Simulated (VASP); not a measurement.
Set up this calculation in VASP 6.6.1, as the native input.

```yaml
Task: single point
Functional: PBEsol
Potentials_or_basis: VASP PAW PBE potentials, release 64 (Cd, S)
Cutoff: 520 eV
k_mesh: 8 × 8 × 8
Occupations: fermi-dirac, width 0.05 eV
Spin: non-collinear spin, zero start, spin-orbit coupling
Starting_moments: "[[0.0, 0.0, 0.0], [0.0, 0.0, 0.0]] μB"
Dipole_correction: no
Further_INCAR_settings: ALGO = Normal; EDIFF = 1e-07; NBANDS = 30
```

The structure of CdS lies in POSCAR:

```
CdS
1.0
    0.0000000000      2.9165000000      2.9165000000
    2.9165000000      0.0000000000      2.9165000000
    2.9165000000      2.9165000000      0.0000000000
Cd S
1 1
Direct
    0.0000000000      0.0000000000      0.0000000000
    0.7500000000      0.7500000000      0.7500000000
```

These files were run (other wordings do the same):

INCAR

```
SYSTEM = CdS
PREC = Accurate
ENCUT = 520
EDIFF = 1E-7
ISMEAR = -1
SIGMA = 0.05
LREAL = .FALSE.
LASPH = .TRUE.
NELM = 150
ALGO = Normal
ISIF = 2
LWAVE = .FALSE.
LCHARG = .TRUE.
MAGMOM = 0 0 0 0 0 0
LORBIT = 11
LSORBIT = .TRUE.
GGA_COMPAT = .FALSE.
LORBMOM = .TRUE.
GGA = PS
LVHAR = .TRUE.
NBANDS = 30
```

KPOINTS

```
regular mesh
0
G
  8 8 8
  0 0 0
```

Potentials or basis: VASP PAW PBE potentials, release 64 (Cd, S).

Run with:

```bash
$ cat potpaw_PBE.64/Cd/POTCAR potpaw_PBE.64/S/POTCAR > POTCAR
$ mpirun -np 1 vasp_ncl > vasp.out
```

Results of the run:

The pressure is 0.1 GPa, the net moment is 0.00 μB per cell and the valence electrons inside the program's atomic spheres are Cd 10.32; S 3.69.

Caveat: the PAW data sets were made with another functional, which shifts forces and pressure a little.

It took 2.3 min on 1 thread of Intel(R) Xeon(R) Platinum 8259CL CPU @ 2.50GHz (Skylake/Cascade Lake), with other jobs on the host, peak memory 0.35 GiB.
